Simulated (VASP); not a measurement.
# TiAl (P6/mmm) in VASP: notebook

The runs below take TiAl through single point, relaxation of cell and atoms, with PBE.

All numbers are computed with VASP 6.6.1; they aren't measurements. Logs are shortened: lines on timing, memory, paths and dates and some standing lists are left out, and cuts for length are marked.

### 1 The cell of the first run

It takes space group P6/mmm (No. 191, hexagonal). Conventional cell: a = 2.473 Å, b = 2.473 Å, c = 5.472 Å, α = 90.00°, β = 90.00°, γ = 120.00°. Ti (site symmetry 6/mmm) has 6 Ti at 2.47 Å and 2 Al at 2.74 Å within 3.3 Å. Al (site symmetry 6/mmm) has 6 Al at 2.47 Å and 2 Ti at 2.74 Å within 3.3 Å.

The cell was built from a structure type or drawn by symmetry, and may not be a known phase.

### 2 Single point, PBE

Input file INCAR:

```
PREC = Accurate
ENCUT = 520
EDIFF = 1E-6
ISMEAR = 0
SIGMA = 0.1
LREAL = F
LASPH = T
NELM = 60
ALGO = Normal
ISIF = 2
LWAVE = F
LCHARG = F
GGA = PE
NBANDS = 14
```

Input file KPOINTS:

```
Automatic mesh
0
Gamma
  6 6 4
```

Input file POSCAR:

```
TiAl
1.0
    2.4728453500      0.0000000000      0.0000000000
   -1.2364226700      2.1415468900      0.0000000000
    0.0000000000      0.0000000000      5.4717058500
Ti Al
1 1
Direct
    0.0000000000      0.0000000000      0.0000000000
    0.0000000000      0.0000000000      0.5000000000
```

Potentials or basis: VASP PAW PBE potentials, release 64 (Ti_sv, Al).

The run is started by

```sh
$ cat potpaw_PBE.64/Ti_sv/POTCAR potpaw_PBE.64/Al/POTCAR > POTCAR
$ mpirun -np 1 vasp_std > vasp.out
```

OUTCAR:

```text
PREC = Accurate
   ENCUT = 520
   EDIFF = 1E-6
   ISMEAR = 0
   LREAL = F
   LASPH = T
   NELM = 60
   ISIF = 2
   GGA = PE

 ion  position               nearest neighbor table
   1  0.000  0.000  0.000-   2 2.74   2 2.74
   2  0.000  0.000  0.500-   1 2.74   1 2.74

  LATTYP: Found a hexagonal cell.
 ALAT       =     2.4728453500
 C/A-ratio  =     2.2127165575

  Lattice vectors:

 A1 = (   2.4728453500,   0.0000000000,   0.0000000000)
 A2 = (  -1.2364226700,   2.1415468900,   0.0000000000)
 A3 = (   0.0000000000,   0.0000000000,   5.4717058500)

Analysis of symmetry for initial positions (statically):
=====================================================================
 Subroutine PRICEL returns:
 Original cell was already a primitive cell.

 Routine SETGRP: Setting up the symmetry group for a
 hexagonal supercell.

 Subroutine GETGRP returns: Found 24 space group operations
 (whereof 24 operations were pure point group operations)
 out of a pool of 24 trial point group operations.

The static configuration has the point symmetry D_6h.

Analysis of symmetry for dynamics (positions and initial velocities):
=====================================================================
 Subroutine PRICEL returns:
 Original cell was already a primitive cell.

 Routine SETGRP: Setting up the symmetry group for a
 hexagonal supercell.

 Subroutine GETGRP returns: Found 24 space group operations
 (whereof 24 operations were pure point group operations)
 out of a pool of 24 trial point group operations.

The dynamic configuration has the point symmetry D_6h.

 Subroutine INISYM returns: Found 24 space group operations
 (whereof 24 operations are pure point group operations),
 and found     1 'primitive' translations

----------------------------------------------------------------------------------------

                                     Primitive cell

  volume of cell :      28.9766

  direct lattice vectors                    reciprocal lattice vectors
     2.472845350  0.000000000  0.000000000     0.404392454  0.233476092  0.000000000
    -1.236422670  2.141546890  0.000000000     0.000000000  0.466952185  0.000000000
     0.000000000  0.000000000  5.471705850     0.000000000  0.000000000  0.182758362

  length of vectors
     2.472845350  2.472845345  5.471705850     0.466952184  0.466952185  0.182758362

  position of ions in fractional coordinates (direct lattice)
     0.000000000  0.000000000  0.000000000
     0.000000000  0.000000000  0.500000000

  ion indices of the primitive-cell ions
   primitive index   ion index
                 1           1
                 2           2

----------------------------------------------------------------------------------------

 KPOINTS: Automatic mesh

Automatic generation of k-mesh.
 Grid dimensions read from file:
 generate k-points for:    6    6    4

 Generating k-lattice:

  Cartesian coordinates                     Fractional coordinates (reciprocal lattice)
     0.067398742  0.038912682  0.000000000     0.166666667  0.000000000  0.000000000
     0.000000000  0.077825364  0.000000000     0.000000000  0.166666667  0.000000000
     0.000000000  0.000000000  0.045689591     0.000000000  0.000000000  0.250000000

  Length of vectors
     0.077825364  0.077825364  0.045689591

  Shift w.r.t. Gamma in fractional coordinates (k-lattice)
     0.000000000  0.000000000  0.000000000

 Subroutine IBZKPT returns following result:
 ===========================================

 Found     21 irreducible k-points:

 Following reciprocal coordinates:
            Coordinates               Weight
  0.000000  0.000000  0.000000      1.000000
  0.166667 -0.000000  0.000000      6.000000
  0.333333 -0.000000  0.000000      6.000000
  0.500000 -0.000000  0.000000      3.000000
  0.166667  0.166667  0.000000      6.000000
  0.333333  0.166667  0.000000     12.000000
[... 13 lines left out ...]
  0.333333  0.166667  0.500000     12.000000
  0.333333  0.333333  0.500000      2.000000
   k-points           NKPTS =     21   k-points in BZ     NKDIM =     21   number of bands    NBANDS=     14
   number of dos      NEDOS =    301   number of ions     NIONS =      2
   total plane-waves  NPLWV =  13608
   dimension x,y,z NGX =    18 NGY =   18 NGZ =   42
   dimension x,y,z NGXF=    36 NGYF=   36 NGZF=   84
   ions per type =               1   1
   NGX,Y,Z   is equivalent  to a cutoff of  12.10, 12.10, 12.76 a.u.
   NGXF,Y,Z  is equivalent  to a cutoff of  24.20, 24.20, 25.52 a.u.
 SYSTEM =  unknown system
   PREC   = accura    normal or accurate (medium, high low for compatibility)
   ISTART =      0    job   : 0-new  1-cont  2-samecut
   ICHARG =      2    charge: 1-file 2-atom 10-const
   ISPIN  =      1    spin polarized calculation?
   LNONCOLLINEAR =      F non collinear calculations
   LSORBIT =      F    spin-orbit coupling
   LASPH  =      T    aspherical Exc in radial PAW
   ENCUT  =  520.0 eV  38.22 Ry    6.18 a.u.   4.60  4.60 10.17*2*pi/ulx,y,z
   NELM   =     60;   NELMIN=  2; NELMDL= -5     # of ELM steps
   EDIFF  = 0.1E-05   stopping-criterion for ELM
   LREAL  =      F    real-space projection
   EDIFFG = 0.1E-04   stopping-criterion for IOM
   NSW    =      0    number of steps for IOM
   IBRION =     -1    ionic relax: 0-MD 1-quasi-New 2-CG
   NFREE  =      0    steps in history (QN), initial steepest desc. (CG)
   ISIF   =      2    stress and relaxation
   ISYM   =      2    0-nonsym 1-usesym 2-fastsym
   POTIM  = 0.5000    time-step for ionic-motion
   TEBEG  =    0.0;   TEEND  =   0.0 temperature during run
   PSTRESS=    0.0 pullay stress
   NELECT =      15.0000    total number of electrons
   NUPDOWN=      -1.0000    fix difference up-down
   EMIN   =  10.00;   EMAX   =-10.00  energy-range for DOS
   EFERMI =   0.00;   METHOD = LEGACY
   ISMEAR =     0;   SIGMA  =   0.10  broadening in eV -4-tet -1-fermi 0-gaus
   EFERMI_NEDOS =   21; number of points for ismear=-14 and -15
   IALGO  =     38    algorithm
   IMIX   =      4    mixing-type and parameters
     AMIX     =   0.40;   BMIX     =  1.00
     AMIX_MAG =   1.60;   BMIX_MAG =  1.00
  volume/ion in A,a.u.               =      14.49        97.77
  Fermi-wavevector in a.u.,A,eV,Ry     =   1.314487  2.484019 23.509166  1.727875
  Thomas-Fermi vector in A             =   2.444736
   LORBIT       =      0    0 simple, 1 ext, 2 COOP (PROOUT), +10 PAW based schemes
   GGA     = PE    functional components
   LHFCALC =     F    Hartree Fock is set to
   AEXX    =    0.0000 exact exchange contribution
   IVDW    =     0    specifies the selected vdW correction
   LEPSILON=     F    determine dielectric tensor
   LRPA    =     F    only Hartree local field effects (RPA)
 non-spin polarized calculation
 Gauss-broadening in eV      SIGMA  =   0.10
  energy-cutoff  :      520.00
  volume of cell :       28.98
 maximum number of plane-waves:       796
   NGX =  9   NGY =  9   NGZ = 21

 number of electron      15.0000000 magnetization

 Free energy of the ion-electron system (eV)
  ---------------------------------------------------
  ext. energy  EPLUGINS =         0.00000000
  ---------------------------------------------------
  free energy    TOTEN  =        -9.80704852 eV

  energy without entropy =       -9.79520709  energy(sigma->0) =       -9.80112781

 E-fermi :   9.9068     XC(G=0): -11.4282

 val. band max:        9.8978347067   @ k =   0.3333   0.3333   0.2500
 cond. band min:       9.9656180187   @ k =   0.3333   0.1667   0.2500
 fundamental gap:      0.0677833119
 Fermi energy:         9.9068275382

 k-point     1 :       0.0000    0.0000    0.0000
  band No.  band energies     occupation
      1     -46.5044      2.00000
      2     -22.8420      2.00000
      3     -21.5434      2.00000
      4     -21.5434      2.00000
      5      -1.0379      2.00000
      6       5.4969      2.00000
      7       6.3396      2.00000
      8      10.0793      0.01473
      9      11.3475      0.00000
     10      11.3475      0.00000
     11      14.0975      0.00000
     12      14.0975      0.00000
     13      20.1533      0.00000
     14      24.2617      0.00000

 k-point     2 :       0.1667   -0.0000    0.0000
  band No.  band energies     occupation
      1     -46.3883      2.00000
      2     -22.7494      2.00000
      3     -22.0860      2.00000
      4     -21.6601      2.00000
      5      -0.1426      2.00000
      6       6.0318      2.00000
      7       7.5356      2.00000
      8      10.5053      0.00000
      9      10.6389      0.00000
     10      12.2927      0.00000
     11      12.9809      0.00000
     12      13.8263      0.00000
     13      19.8825      0.00000
     14      21.9425      0.00000

 k-point     3 :       0.3333   -0.0000    0.0000
  band No.  band energies     occupation
      1     -46.1479      2.00000
      2     -23.1107      2.00000
      3     -22.5605      2.00000
      4     -21.8869      2.00000
      5       2.4476      2.00000
      6       7.1933      2.00000
      7       7.8600      2.00000
      8      10.9083      0.00000
      9      12.0879      0.00000
     10      12.2543      0.00000
     11      13.3167      0.00000
     12      13.9645      0.00000
     13      14.5305      0.00000
     14      19.9248      0.00000
[... 273 lines left out ...]
 k-point    20 :       0.3333    0.1667    0.5000
  band No.  band energies     occupation
      1     -46.0241      2.00000
      2     -23.3435      2.00000
      3     -22.4653      2.00000
      4     -22.2927      2.00000
      5       4.8355      2.00000
      6       8.2550      2.00000
      7       9.2607      2.00000
      8       9.5371      2.00000
      9      10.4397      0.00000
     10      11.4877      0.00000
     11      12.4239      0.00000
     12      15.3347      0.00000
     13      15.5648      0.00000
     14      18.0952      0.00000

 k-point    21 :       0.3333    0.3333    0.5000
  band No.  band energies     occupation
      1     -45.9617      2.00000
      2     -22.9880      2.00000
      3     -22.9880      2.00000
      4     -22.4173      2.00000
      5       7.7493      2.00000
      6       7.7493      2.00000
      7      10.1481      0.00065
      8      10.1481      0.00065
      9      11.0141      0.00000
     10      11.2168      0.00000
     11      11.2168      0.00000
     12      11.9055      0.00000
     13      16.4272      0.00000
     14      16.4272      0.00000

------------------------ aborting loop because EDIFF is reached ----------------------------------------

  FORCE on cell =-STRESS in cart. coord.  units (eV):
  Direction    XX          YY          ZZ          XY          YZ          ZX
  --------------------------------------------------------------------------------------
  -------------------------------------------------------------------------------------
  Total        8.4649181      8.4649181      0.0096032      0.0000000      0.0000000      0.0000000
  in kB      468.0433270    468.0433259      0.5309826      0.0000011      0.0000000      0.0000000
  external PRESSURE =     312.2058785 kB  Pullay stress =       0.0000000 kB

 VOLUME and BASIS-vectors are now :
 -----------------------------------------------------------------------------
  energy-cutoff  :      520.00
  volume of cell :       28.98
      direct lattice vectors                 reciprocal lattice vectors
     2.472845350  0.000000000  0.000000000     0.404392454  0.233476092  0.000000000
    -1.236422670  2.141546890  0.000000000     0.000000000  0.466952185  0.000000000
     0.000000000  0.000000000  5.471705850     0.000000000  0.000000000  0.182758362

 POSITION                                       TOTAL-FORCE (eV/Angst)
 -----------------------------------------------------------------------------------
      0.00000      0.00000      0.00000        -0.000000      0.000000      0.000000
      0.00000      0.00000      2.73585         0.000000      0.000000      0.000000
 -----------------------------------------------------------------------------------
    total drift:                               -0.000000      0.000000     -0.000000

  FREE ENERGIE OF THE ION-ELECTRON SYSTEM (eV)
  ---------------------------------------------------
  free  energy   TOTEN  =        -9.8070485227 eV

  energy  without entropy=       -9.7952070936  energy(sigma->0) =       -9.80112781
```

It took 12 s on 1 thread of Intel Xeon 8259CL, shared host; peak memory 0.14 GiB.

Results:

```
Free energy            : -9.8070 eV
Pressure               : 31.2 GPa
Band gap on the k mesh : zero (an odd number of electrons rules out a gap without spin polarisation)
```

Caveat: the k points lie up to 0.49 Å⁻¹ apart, too coarse for converged energies and pressures of a metal.

### 3 Single point, PBE

This run uses another cell than the first one, of 18.26 Å³/atom.

Input file INCAR:

```
SYSTEM = TiAl
ALGO     = Normal         ! electronic algorithm
EDIFF    = 1E-6           ! SCF threshold, eV
ENCUT    = 520            ! plane-wave cutoff, eV
GGA      = PE             ! functional
ISIF     = 2              ! what is computed and relaxed
ISMEAR   = 0              ! smearing method
LASPH    = .True.         ! aspherical terms in the spheres
LCHARG   = .False.        ! write CHGCAR
LREAL    = .False.        ! projectors in reciprocal space
LWAVE    = .False.        ! write WAVECAR
NBANDS   = 14             ! bands
NELM     = 100            ! most SCF steps
PREC     = Accurate       ! precision mode
SIGMA    = 0.1            ! smearing width, eV
```

Input file KPOINTS:

```
k-points
0
Gamma
  6 6 4
  0 0 0
```

Input file POSCAR:

```
TiAl
1.0
    2.8082664895     -0.0000000033      0.0000000000
   -1.4041332419      2.4320301221      0.0000000000
    0.0000000000      0.0000000000      5.3469406077
Ti Al
1 1
Direct
    0.0000000000      0.0000000000      0.0000000000
    0.0000000000      0.0000000000      0.5000000000
```

Potentials or basis: VASP PAW PBE potentials, release 64 (Ti_sv, Al).

The run is started by

```sh
$ cat potpaw_PBE.64/Ti_sv/POTCAR potpaw_PBE.64/Al/POTCAR > POTCAR
$ mpirun -np 1 vasp_std > vasp.out
```

Wall time 16 s (1 thread of Intel Xeon 8259CL, shared host); peak memory 0.16 GiB.

The run converged. Its results:

```
Free energy            : -10.8046 eV
Pressure               : 0.0 GPa
Band gap on the k mesh : zero (an odd number of electrons rules out a gap without spin polarisation)
```

Levels at points of the mesh, in eV from the Fermi level:
| k point | band 3 | band 4 | band 5 | band 6 | band 7 | band 8 | band 9 | band 10 | band 11 | band 12 |
| --- | --- | --- | --- | --- | --- | --- | --- | --- | --- | --- |
| (0.00, 0.00, 0.00) | -32.47 | -32.47 | -8.87 | -2.91 | -2.71 | 1.22 | 1.22 | 1.47 | 2.89 | 2.89 |
| (0.50, 0.00, 0.00) | -32.79 | -32.63 | -3.15 | -2.81 | -1.24 | -1.14 | 2.27 | 2.71 | 3.15 | 3.93 |
| (0.00, 0.00, 0.50) | -32.47 | -32.47 | -8.37 | -5.27 | -1.50 | 1.22 | 1.22 | 2.89 | 2.89 | 4.22 |
| (0.50, 0.00, 0.50) | -32.79 | -32.63 | -3.33 | -2.05 | -1.81 | -0.03 | 1.11 | 1.25 | 2.21 | 4.03 |

Caveat: the k points lie up to 0.43 Å⁻¹ apart, too coarse for converged energies and pressures of a metal.

(Part 1 of 3 ends here.)
